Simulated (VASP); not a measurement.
Runs of VASP 6.6.1 on GaB3As4. The structure is that of space group P-43m (No. 215), or close to it. The cells are those of the table. 

```csv
task,cell,k mesh,cutoff (eV),smearing,gap on the mesh (eV),pressure (GPa),relaxed volume (Å³/atom),largest force (eV/Å)
single point,"a = 5.059 Å, 8 atoms",4 × 4 × 4,520,gaussian 0.1 eV,0.46,(b),-,0.02
single point,"a = 5.157 Å, 8 atoms",4 × 4 × 4,520,gaussian 0.1 eV,1.18,-2.6,-,-
single point,"a = 5.056 Å, 8 atoms",8 × 8 × 8,520,gaussian 0.02 eV,0.46,(a),-,(c)
relaxation of cell and atoms,"relaxed from a = 5.059 Å, 8 atoms",8 × 8 × 8,600,gaussian 0.02 eV,0.47,-0.1,16.21,-
relaxation of cell and atoms,"relaxed from a = 5.157 Å, 8 atoms",4 × 4 × 4,600,gaussian 0.1 eV,0.47,0.0,16.20,-
```

Alike in all rows: level PBE; potentials or basis VASP PAW PBE potentials, release 64 (Ga_d, B, As); no spin polarisation.

Task: Estimate the missing entries.

Result: (a) 0.3; (b) 0.1; (c) 0.01.

A k mesh can miss the band edges, and the runs leave out spin-orbit coupling on As, Ga.
